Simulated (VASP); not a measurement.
# Ge (Fd-3m) in VASP: single point with PBE

Aim: the single point of Ge with PBE.

All numbers are computed with VASP 6.6.1; they aren't measurements. Logs are shortened: lines on timing, memory, paths and dates and some standing lists are left out, and cuts for length are marked.

### Step 1. The cell of the first run

The structure is cubic, space group Fd-3m (No. 227). The conventional cell has a = 5.761 Å, b = 5.761 Å, c = 5.761 Å, α = 90.00°, β = 90.00°, γ = 90.00°. Within 3.3 Å of Ge (site symmetry -43m) lie 4 Ge at 2.49 Å.

### Step 2. Single point, PBE

File INCAR:

```
SYSTEM = Ge
ALGO = Normal ; EDIFF = 1E-6
ENCUT = 520 ; GGA = PE
ISIF = 2 ; ISMEAR = -1
LASPH = .TRUE. ; LCHARG = .FALSE.
LREAL = .FALSE. ; LWAVE = .FALSE.
NBANDS = 51 ; NELM = 60
PREC = Accurate ; SIGMA = 0.02
```

File KPOINTS:

```
k-points
0
G
  9 9 3
  0 0 0
```

File POSCAR:

```
Ge
1.0
    0.0000000000      2.8804751510     -2.8804751510
   -2.8804751510      0.0000000000      2.8804751510
    5.7609503020      5.7609503020      5.7609503020
Ge
6
Direct
    0.3333333330      0.6666666670      0.2083333330
    0.6666666670      0.3333333330      0.5416666670
    0.0000000000      0.0000000000      0.8750000000
    0.0000000000      0.0000000000      0.1250000000
    0.3333333330      0.6666666670      0.4583333330
    0.6666666670      0.3333333330      0.7916666670
```

Potentials or basis: VASP PAW PBE potentials, release 64 (Ge_d).

The run is started by

```sh
$ cat potpaw_PBE.64/Ge_d/POTCAR > POTCAR
$ mpirun -np 1 vasp_std > vasp.out
```

OUTCAR:

```text
SYSTEM = Ge
   EDIFF = 1E-6
   ENCUT = 520
   GGA = PE
   ISIF = 2
   ISMEAR = -1
   LASPH = .TRUE.
   LREAL = .FALSE.
   NELM = 60
   PREC = Accurate

 ion  position               nearest neighbor table
   1  0.333  0.667  0.208-   4 2.49   4 2.49   5 2.49   4 2.49
   2  0.667  0.333  0.542-   5 2.49   6 2.49   5 2.49   5 2.49
   3  0.000  0.000  0.875-   6 2.49   4 2.49   6 2.49   6 2.49
   4  0.000  0.000  0.125-   1 2.49   1 2.49   3 2.49   1 2.49
   5  0.333  0.667  0.458-   2 2.49   1 2.49   2 2.49   2 2.49
   6  0.667  0.333  0.792-   3 2.49   2 2.49   3 2.49   3 2.49

  LATTYP: Found a hexagonal cell.
 ALAT       =     4.0736070246
 C/A-ratio  =     2.4494897428

  Lattice vectors:

 A1 = (   0.0000000000,   2.8804751510,  -2.8804751510)
 A2 = (  -2.8804751510,   0.0000000000,   2.8804751510)
 A3 = (   5.7609503020,   5.7609503020,   5.7609503020)

Analysis of symmetry for initial positions (statically):
=====================================================================
 Subroutine PRICEL returns following result:

  LATTYP: Found a face centered cubic cell.
 ALAT       =     5.7609502962

  Lattice vectors:

 A1 = (   2.8804751481,   2.8804751481,   0.0000000000)
 A2 = (  -0.0000000029,   2.8804751481,   2.8804751510)
 A3 = (   2.8804751568,   0.0000000058,   2.8804751510)

   3 primitive cells build up your supercell.

 Routine SETGRP: Setting up the symmetry group for a
 hexagonal supercell.

 Subroutine GETGRP returns: Found 12 space group operations
 (whereof 12 operations were pure point group operations)
 out of a pool of 24 trial point group operations.

The static configuration has the point symmetry D_3d.

Analysis of symmetry for dynamics (positions and initial velocities):
=====================================================================
 Subroutine PRICEL returns following result:

  LATTYP: Found a face centered cubic cell.
 ALAT       =     5.7609502962

  Lattice vectors:

 A1 = (   2.8804751481,   2.8804751481,   0.0000000000)
 A2 = (  -0.0000000029,   2.8804751481,   2.8804751510)
 A3 = (   2.8804751568,   0.0000000058,   2.8804751510)

   3 primitive cells build up your supercell.

 Routine SETGRP: Setting up the symmetry group for a
 hexagonal supercell.

 Subroutine GETGRP returns: Found 12 space group operations
 (whereof 12 operations were pure point group operations)
 out of a pool of 24 trial point group operations.

The dynamic configuration has the point symmetry D_3d.

 Subroutine INISYM returns: Found 12 space group operations
 (whereof 12 operations are pure point group operations),
 and found     3 'primitive' translations

----------------------------------------------------------------------------------------

                                     Primitive cell

  volume of cell :      47.7994

  direct lattice vectors                    reciprocal lattice vectors
     2.880475148  2.880475148  0.000000000     0.173582473  0.173582474 -0.173582473
    -0.000000003  2.880475148  2.880475151    -0.173582473  0.173582473  0.173582473
     2.880475157  0.000000006  2.880475151     0.173582473 -0.173582473  0.173582473

  length of vectors
     4.073607021  4.073607023  4.073607029     0.300653663  0.300653662  0.300653662

  position of ions in fractional coordinates (direct lattice)
     0.875000000  0.875000000  0.875000000
     0.125000000  0.125000000  0.125000000

  ion indices of the primitive-cell ions
   primitive index   ion index
                 1           1
                 2           5

----------------------------------------------------------------------------------------

 KPOINTS: k-points

Automatic generation of k-mesh.
 Grid dimensions read from file:
 generate k-points for:    9    9    3

 Generating k-lattice:

  Cartesian coordinates                     Fractional coordinates (reciprocal lattice)
    -0.012857961  0.025715922 -0.012857961     0.111111111  0.000000000  0.000000000
    -0.025715922  0.012857961  0.012857961     0.000000000  0.111111111  0.000000000
     0.019286941  0.019286941  0.019286941     0.000000000  0.000000000  0.333333333

  Length of vectors
     0.031495443  0.031495443  0.033405962

  Shift w.r.t. Gamma in fractional coordinates (k-lattice)
     0.000000000  0.000000000  0.000000000

 Subroutine IBZKPT returns following result:
 ===========================================

 Found     31 irreducible k-points:

 Following reciprocal coordinates:
            Coordinates               Weight
  0.000000  0.000000  0.000000      1.000000
  0.111111  0.000000  0.000000      6.000000
  0.222222  0.000000  0.000000      6.000000
  0.333333  0.000000  0.000000      6.000000
  0.444444  0.000000  0.000000      6.000000
  0.111111  0.111111  0.000000      6.000000
[... 16 lines left out ...]
  0.222222  0.111111  0.333333     12.000000
 -0.111111  0.333333  0.333333     12.000000
 [... further k-points ...]
   k-points           NKPTS =     31   k-points in BZ     NKDIM =     31   number of bands    NBANDS=     51
   number of dos      NEDOS =    301   number of ions     NIONS =      6
   total plane-waves  NPLWV =  72000
   dimension x,y,z NGX =    30 NGY =   30 NGZ =   80
   dimension x,y,z NGXF=    60 NGYF=   60 NGZF=  160
   ions per type =               6
   NGX,Y,Z   is equivalent  to a cutoff of  12.24, 12.24, 13.33 a.u.
   NGXF,Y,Z  is equivalent  to a cutoff of  24.49, 24.49, 26.66 a.u.
 SYSTEM =  Ge
   PREC   = accura    normal or accurate (medium, high low for compatibility)
   ISTART =      0    job   : 0-new  1-cont  2-samecut
   ICHARG =      2    charge: 1-file 2-atom 10-const
   ISPIN  =      1    spin polarized calculation?
   LNONCOLLINEAR =      F non collinear calculations
   LSORBIT =      F    spin-orbit coupling
   LASPH  =      T    aspherical Exc in radial PAW
   ENCUT  =  520.0 eV  38.22 Ry    6.18 a.u.   7.57  7.57 18.55*2*pi/ulx,y,z
   NELM   =     60;   NELMIN=  2; NELMDL= -5     # of ELM steps
   EDIFF  = 0.1E-05   stopping-criterion for ELM
   LREAL  =      F    real-space projection
   EDIFFG = 0.1E-04   stopping-criterion for IOM
   NSW    =      0    number of steps for IOM
   IBRION =     -1    ionic relax: 0-MD 1-quasi-New 2-CG
   NFREE  =      0    steps in history (QN), initial steepest desc. (CG)
   ISIF   =      2    stress and relaxation
   ISYM   =      2    0-nonsym 1-usesym 2-fastsym
   POTIM  = 0.5000    time-step for ionic-motion
   TEBEG  =    0.0;   TEEND  =   0.0 temperature during run
   PSTRESS=    0.0 pullay stress
   NELECT =      84.0000    total number of electrons
   NUPDOWN=      -1.0000    fix difference up-down
   EMIN   =  10.00;   EMAX   =-10.00  energy-range for DOS
   EFERMI =   0.00;   METHOD = LEGACY
   ISMEAR =    -1;   SIGMA  =   0.02  broadening in eV -4-tet -1-fermi 0-gaus
   EFERMI_NEDOS =   21; number of points for ismear=-14 and -15
   IALGO  =     38    algorithm
   IMIX   =      4    mixing-type and parameters
     AMIX     =   0.40;   BMIX     =  1.00
     AMIX_MAG =   1.60;   BMIX_MAG =  1.00
  volume/ion in A,a.u.               =      23.90       161.28
  Fermi-wavevector in a.u.,A,eV,Ry     =   1.369788  2.588524 25.528874  1.876319
  Thomas-Fermi vector in A             =   2.495632
   LORBIT       =      0    0 simple, 1 ext, 2 COOP (PROOUT), +10 PAW based schemes
   GGA     = PE    functional components
   LHFCALC =     F    Hartree Fock is set to
   AEXX    =    0.0000 exact exchange contribution
   IVDW    =     0    specifies the selected vdW correction
   LEPSILON=     F    determine dielectric tensor
   LRPA    =     F    only Hartree local field effects (RPA)
 non-spin polarized calculation
  energy-cutoff  :      520.00
  volume of cell :      143.40
 maximum number of plane-waves:      3883
   NGX = 15   NGY = 15   NGZ = 37

 number of electron      83.9999935 magnetization

 Free energy of the ion-electron system (eV)
  ---------------------------------------------------
  ext. energy  EPLUGINS =         0.00000000
  ---------------------------------------------------
  free energy    TOTEN  =       -27.10196050 eV

  energy without entropy =      -27.10151345  energy(sigma->0) =      -27.10173697

 E-fermi :   4.4867     XC(G=0):  -9.6698

 val. band max:        4.4793489418   @ k =   0.0000   0.0000   0.0000
 cond. band min:       4.5288156078   @ k =   0.0000   0.0000   0.3333
 fundamental gap:      0.0494666660
 Fermi energy:         4.4867416378

 k-point     1 :       0.0000    0.0000    0.0000
  band No.  band energies     occupation
      1     -20.2858      2.00000
      2     -20.2858      2.00000
      3     -20.2858      2.00000
      4     -20.2858      2.00000
      5     -20.2671      2.00000
      6     -20.2664      2.00000
[... 43 lines left out ...]
     50       8.2022      0.00000
     51       8.2022      0.00000

 k-point     2 :       0.1111    0.0000    0.0000
  band No.  band energies     occupation
      1     -20.2934      2.00000
      2     -20.2906      2.00000
      3     -20.2904      2.00000
      4     -20.2851      2.00000
      5     -20.2730      2.00000
      6     -20.2704      2.00000
[... 43 lines left out ...]
     50       8.2857      0.00000
     51       8.3505      0.00000

 k-point     3 :       0.2222    0.0000    0.0000
  band No.  band energies     occupation
      1     -20.3004      2.00000
      2     -20.2991      2.00000
      3     -20.2947      2.00000
      4     -20.2890      2.00000
      5     -20.2827      2.00000
      6     -20.2772      2.00000
[... 43 lines left out ...]
     50       9.0425      0.00000
     51       9.0950      0.00000
[... 1027 lines left out ...]
 k-point    23 :       0.2222    0.1111    0.3333
  band No.  band energies     occupation
      1     -20.3086      2.00000
      2     -20.2990      2.00000
      3     -20.2952      2.00000
      4     -20.2890      2.00000
      5     -20.2887      2.00000
      6     -20.2855      2.00000
[... 43 lines left out ...]
     50       9.2745      0.00000
     51       9.2827      0.00000

 k-point    24 :      -0.1111    0.3333    0.3333
  band No.  band energies     occupation
      1     -20.3099      2.00000
      2     -20.2995      2.00000
      3     -20.2928      2.00000
      4     -20.2894      2.00000
      5     -20.2883      2.00000
      6     -20.2836      2.00000
[... 43 lines left out ...]
     50       9.8621      0.00000
     51       9.9095      0.00000

 [... further k-points ...]

------------------------ aborting loop because EDIFF is reached ----------------------------------------

  FORCE on cell =-STRESS in cart. coord.  units (eV):
  Direction    XX          YY          ZZ          XY          YZ          ZX
  --------------------------------------------------------------------------------------
  -------------------------------------------------------------------------------------
  Total       -0.0295995     -0.0295995     -0.0295995     -0.0191523     -0.0191523     -0.0191523
  in kB       -0.3307133     -0.3307133     -0.3307133     -0.2139877     -0.2139877     -0.2139877
  external PRESSURE =      -0.3307133 kB  Pullay stress =       0.0000000 kB

 VOLUME and BASIS-vectors are now :
 -----------------------------------------------------------------------------
  energy-cutoff  :      520.00
  volume of cell :      143.40
      direct lattice vectors                 reciprocal lattice vectors
     0.000000000  2.880475151 -2.880475151    -0.115721649  0.231443297 -0.115721649
    -2.880475151  0.000000000  2.880475151    -0.231443297  0.115721649  0.115721649
     5.760950302  5.760950302  5.760950302     0.057860824  0.057860824  0.057860824

 POSITION                                       TOTAL-FORCE (eV/Angst)
 -----------------------------------------------------------------------------------
     -0.72012      2.16036      2.16036        -0.002398     -0.002398     -0.002398
      2.16036      5.04083      2.16036        -0.002398     -0.002398     -0.002398
      5.04083      5.04083      5.04083        -0.002398     -0.002398     -0.002398
      0.72012      0.72012      0.72012         0.002398      0.002398      0.002398
      0.72012      3.60059      3.60059         0.002398      0.002398      0.002398
      3.60059      6.48107      3.60059         0.002398      0.002398      0.002398
 -----------------------------------------------------------------------------------
    total drift:                               -0.000000     -0.000000     -0.000000

  FREE ENERGIE OF THE ION-ELECTRON SYSTEM (eV)
  ---------------------------------------------------
  free  energy   TOTEN  =       -27.1019604994 eV

  energy  without entropy=      -27.1015134452  energy(sigma->0) =      -27.10173697
```

It took 2.3 min on 1 thread of AMD EPYC 7R13 (Zen 3), shared host; peak memory 0.29 GiB.

Results:

```yaml
Free_energy: -27.1020 eV
Pressure: 0.0 GPa
Band_gap_on_the_k_mesh: zero (filled and empty bands touch)
```

Caveat: semilocal functionals underestimate gaps, and a narrow one can read as zero.

The gap in the log of VASP goes by the Fermi energy; the results here count the filled bands.